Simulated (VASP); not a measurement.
# AlNi3 (Pm-3m) in VASP: a series of runs, part 2 of 2

VASP 6.6.1.

### 4 Single point, PBEsol, collinear spin, ferrimagnetic start

This run uses another cell than the first one, of 10.93 Å³/atom.

INCAR

```
SYSTEM = AlNi3
PREC = Accurate ; ENCUT = 520
EDIFF = 1E-7 ; ISMEAR = -1
SIGMA = 0.05 ; LREAL = .False.
LASPH = .True. ; NELM = 150
ALGO = Normal ; ISIF = 2
LWAVE = .False. ; LCHARG = .False.
ISPIN = 2 ; MAGMOM = 1 -0.5 1 0
LORBIT = 11 ; LMAXMIX = 4
GGA = PS ; NBANDS = 28
```

KPOINTS

```
Automatic mesh
0
Gamma
  8 8 8
  0 0 0
```

POSCAR

```
AlNi3
1.0
    3.5230547267      0.0000000000      0.0000000000
    0.0000000000      3.5230547267      0.0000000000
    0.0000000000      0.0000000000      3.5230547267
Ni Al
3 1
Direct
    0.5000000000      0.5000000000      0.0000000000
    0.5000000000      0.0000000000      0.5000000000
    0.0000000000      0.5000000000      0.5000000000
    0.0000000000      0.0000000000      0.0000000000
```

Potentials or basis: VASP PAW PBE potentials, release 64 (Ni, Al).

Run with:

```console
cat potpaw_PBE.64/Ni/POTCAR potpaw_PBE.64/Al/POTCAR > POTCAR
mpirun -np 1 vasp_std > vasp.out
```

OUTCAR:

```text
SYSTEM = AlNi3
   PREC = Accurate
   ENCUT = 520
   EDIFF = 1E-7
   ISMEAR = -1
   LREAL = .False.
   LASPH = .True.
   NELM = 150
   ISIF = 2
   ISPIN = 2
   LORBIT = 11
   GGA = PS

 ion  position               nearest neighbor table
   1  0.500  0.500  0.000-   2 2.49   3 2.49   4 2.49   2 2.49   3 2.49   2 2.49   4 2.49   2 2.49
                             3 2.49   4 2.49   3 2.49   4 2.49
   2  0.500  0.000  0.500-   1 2.49   3 2.49   4 2.49   1 2.49   4 2.49   1 2.49   3 2.49   1 2.49
                             3 2.49   4 2.49   4 2.49   3 2.49
   3  0.000  0.500  0.500-   1 2.49   2 2.49   4 2.49   1 2.49   4 2.49   2 2.49   4 2.49   4 2.49
                             1 2.49   2 2.49   1 2.49   2 2.49
   4  0.000  0.000  0.000-   1 2.49   2 2.49   3 2.49   2 2.49   3 2.49   1 2.49   3 2.49   3 2.49
                             1 2.49   2 2.49   2 2.49   1 2.49

  LATTYP: Found a simple cubic cell.
[... 1723 lines left out ...]
 -----------------------------------------------------------------------------------
      1.76153      1.76153      0.00000         0.000000      0.000000      0.000000
      1.76153      0.00000      1.76153         0.000000      0.000000      0.000000
      0.00000      1.76153      1.76153         0.000000      0.000000      0.000000
      0.00000      0.00000      0.00000         0.000000      0.000000      0.000000
 -----------------------------------------------------------------------------------
    total drift:                                0.000000      0.000000      0.000000

  FREE ENERGIE OF THE ION-ELECTRON SYSTEM (eV)
  ---------------------------------------------------
  free  energy   TOTEN  =       -24.3032561670 eV

  energy  without entropy=      -24.2712752797  energy(sigma->0) =      -24.28726572

 total charge

# of ion       s       p       d       tot
------------------------------------------
    1        0.511   0.549   8.397   9.456
    2        0.511   0.549   8.397   9.456
    3        0.511   0.549   8.397   9.456
    4        0.410   0.404   0.000   0.813
--------------------------------------------------
tot          1.941   2.051  25.190  29.182

 magnetization (x)

# of ion       s       p       d       tot
------------------------------------------
    1       -0.002  -0.007   0.229   0.220
    2       -0.002  -0.007   0.229   0.220
    3       -0.002  -0.007   0.229   0.220
    4       -0.000  -0.007   0.000  -0.007
--------------------------------------------------
tot         -0.008  -0.028   0.687   0.651
```

OSZICAR:

```text
N       E                     dE             d eps       ncg     rms          rms(c)
DAV:   1     0.194003422509E+03    0.19400E+03   -0.13729E+04  8544   0.151E+03
DAV:   2    -0.164942873474E+02   -0.21050E+03   -0.19480E+03  8440   0.294E+02
DAV:   3    -0.287985309444E+02   -0.12304E+02   -0.11549E+02  9272   0.894E+01
DAV:   4    -0.290209238216E+02   -0.22239E+00   -0.22202E+00  9576   0.115E+01
DAV:   5    -0.290289106377E+02   -0.79868E-02   -0.79861E-02  9824   0.194E+00    0.217E+01
DAV:   6    -0.298489547751E+02   -0.82004E+00   -0.35796E+01  9740   0.108E+02    0.217E+01
DAV:   7    -0.243738396996E+02    0.54751E+01   -0.13273E+01  9980   0.591E+01    0.275E+00
DAV:   8    -0.244266160984E+02   -0.52776E-01   -0.46793E-01 12084   0.162E+01    0.407E+00
DAV:   9    -0.243224136191E+02    0.10420E+00   -0.16819E-01 10808   0.135E+01    0.127E+00
DAV:  10    -0.243020368011E+02    0.20377E-01   -0.24949E-02 10924   0.213E+00    0.578E-01
DAV:  11    -0.243019079803E+02    0.12882E-03   -0.19254E-03 10320   0.453E-01    0.292E-01
DAV:  12    -0.243025890881E+02   -0.68111E-03   -0.57816E-04 12420   0.503E-01    0.234E-01
DAV:  13    -0.243031932221E+02   -0.60413E-03   -0.80765E-04 10492   0.472E-01    0.575E-02
DAV:  14    -0.243032482173E+02   -0.54995E-04   -0.13236E-04  9996   0.118E-01    0.471E-02
DAV:  15    -0.243032554319E+02   -0.72146E-05   -0.13336E-05 11116   0.616E-02    0.101E-02
DAV:  16    -0.243032559167E+02   -0.48480E-06   -0.23658E-06  9296   0.139E-02    0.717E-03
DAV:  17    -0.243032560682E+02   -0.15145E-06   -0.49614E-07  8728   0.124E-02    0.288E-03
DAV:  18    -0.243032561670E+02   -0.98833E-07   -0.81280E-08  4796   0.493E-03
   1 F= -.24303256E+02 E0= -.24287266E+02  d E =-.319809E-01  mag=     0.6235
```

Run time: 86 s. Hardware: 1 thread of Intel Xeon 6975P-C (Granite Rapids), shared host; peak memory 0.26 GiB.

What came out:

| Quantity | Value |
| --- | --- |
| Free energy | -24.3033 eV |
| Pressure | -0.5 GPa |
| Net moment | 0.62 μB per cell |
| Site moments | Ni +0.22; Al -0.01 μB |
| Valence electrons inside the program's atomic spheres | Ni 9.46; Al 0.81 |

Levels at points of the mesh, in eV from the Fermi level:
Spin up:
```tsv
k point	band 13	band 14	band 15	band 16	band 17	band 18	band 19	band 20	band 21	band 22
(0.00, 0.00, 0.00)	-0.23	-0.02	-0.02	-0.02	0.87	0.87	0.87	6.73	6.73	7.61
(0.50, 0.00, 0.00)	-1.22	-1.17	-1.05	-0.48	-0.02	5.67	5.67	5.68	5.68	6.55
(0.00, 0.50, 0.00)	-1.22	-1.17	-1.05	-0.48	-0.02	5.67	5.67	5.68	5.68	6.55
(0.50, 0.50, 0.00)	-1.32	-1.21	-0.97	-0.96	-0.57	0.92	0.92	8.31	8.31	8.41
(0.50, 0.00, 0.50)	-1.32	-1.21	-0.97	-0.96	-0.57	0.92	0.92	8.31	8.31	8.41
(0.50, 0.50, 0.50)	-1.31	-1.07	-1.07	-0.25	-0.21	-0.21	-0.21	3.63	4.18	4.18
```
Spin down:
| k point | band 13 | band 14 | band 15 | band 16 | band 17 | band 18 | band 19 | band 20 |
| --- | --- | --- | --- | --- | --- | --- | --- | --- |
| (0.00, 0.00, 0.00) | 0.01 | 0.33 | 0.33 | 0.33 | 0.85 | 0.85 | 0.85 | 6.82 |
| (0.50, 0.00, 0.00) | -0.97 | -0.97 | -0.84 | -0.30 | 0.33 | 5.72 | 5.72 | 5.73 |
| (0.00, 0.50, 0.00) | -0.97 | -0.97 | -0.84 | -0.30 | 0.33 | 5.72 | 5.72 | 5.73 |
| (0.50, 0.50, 0.00) | -1.15 | -1.10 | -0.79 | -0.64 | -0.45 | 1.16 | 1.16 | 8.35 |
| (0.50, 0.00, 0.50) | -1.15 | -1.10 | -0.79 | -0.64 | -0.45 | 1.16 | 1.16 | 8.35 |
| (0.50, 0.50, 0.50) | -1.16 | -0.91 | -0.91 | -0.25 | 0.10 | 0.10 | 0.10 | 3.71 |

Caveat: the PAW data sets were made with another functional, which shifts forces and pressure a little.

### 5 Single point, PBE, non-collinear spin, typed start

This run uses another cell than the first one, of 10.93 Å³/atom.

INCAR

```
  PREC = Accurate
  ENCUT = 520
  EDIFF = 1E-6
  ISMEAR = -1
  SIGMA = 0.05
  LREAL = False
  LASPH = True
  NELM = 150
  ALGO = Normal
  ISIF = 2
  LWAVE = False
  LCHARG = False
  LNONCOLLINEAR = True
  MAGMOM = -0.112 -0.24 -0.594 -0.071 0.038 0.04 -0.095 0.119 -0.096 0 0 0
  LORBIT = 11
  LMAXMIX = 4
  GGA = PE
  NBANDS = 47
```

KPOINTS

```
regular mesh
0
Gamma
  6 6 6
```

POSCAR is that of step 4.

Run with:

```console
cat potpaw_PBE.64/Ni/POTCAR potpaw_PBE.64/Al/POTCAR > POTCAR
mpirun -np 1 vasp_ncl > vasp.out
```

Wall time 7.9 min (1 thread of AMD EPYC 9R45 (Zen 5), shared host); peak memory 0.43 GiB.

Results (log left out):

```yaml
Free_energy: -21.8767 eV
Pressure: 7.3 GPa
Band_gap_on_the_k_mesh: zero (bands 33 and 34 overlap by 1.31 eV)
Net_moment: 0.69 μB per cell
Valence_electrons_inside_the_program's_atomic_spheres: Ni 9.45; Al 0.82
```

Levels at points of the mesh, in eV from the Fermi level:
```tsv
k point	band 31	band 32	band 33	band 34	band 35	band 36
(0.00, 0.00, 0.00)	0.36	0.36	0.86	0.86	0.86	0.89
(0.50, 0.00, 0.00)	-0.51	-0.33	-0.07	0.36	5.66	5.66
(0.00, 0.50, 0.00)	-0.51	-0.33	-0.07	0.36	5.66	5.66
(0.00, 0.00, 0.50)	-0.51	-0.33	-0.07	0.36	5.66	5.66
(0.50, 0.50, 0.00)	-0.80	-0.61	-0.59	-0.45	0.89	0.89
(0.00, 0.50, 0.50)	-0.80	-0.61	-0.59	-0.45	0.89	0.89
(0.50, 0.00, 0.50)	-0.80	-0.61	-0.59	-0.45	0.89	0.89
(0.50, 0.50, 0.50)	-0.25	-0.25	-0.25	-0.22	-0.21	0.11
```

Moments on the atoms (μB; x, y, z):
```
Ni  -0.09 -0.04 -0.22
Ni  -0.09 -0.04 -0.22
Ni  -0.09 -0.04 -0.22
Al   0.00  0.00  0.01
```

Caveat: the cell stands under pressure.

### 6 The runs side by side

| level | spin | cell | k mesh | gap on the mesh (eV) | pressure (GPa) | moment (μB) |
| --- | --- | --- | --- | --- | --- | --- |
| r2SCAN | collinear, ferromagnetic start | a = 3.546 Å, 4 atoms | 8 × 8 × 8 | none | -3.2 | 0.85 |
| PBEsol | collinear, ferrimagnetic start | a = 3.523 Å, 4 atoms | 8 × 8 × 8 | none | -0.5 | 0.62 |
| PBE | non-collinear, typed start | a = 3.523 Å, 4 atoms | 6 × 6 × 6 | none | 7.3 | 0.69 |

Alike in all rows: task single point; potentials or basis VASP PAW PBE potentials, release 64 (Ni, Al); cutoff (eV) 520; smearing fermi-dirac 0.05 eV.

Caveats: the PAW data sets were made with another functional, which shifts forces and pressure a little (at least some runs); the cell stands under tension (at least some runs); the cell stands under pressure (at least some runs).

Absolute energies hang on the potentials; compare differences alone.
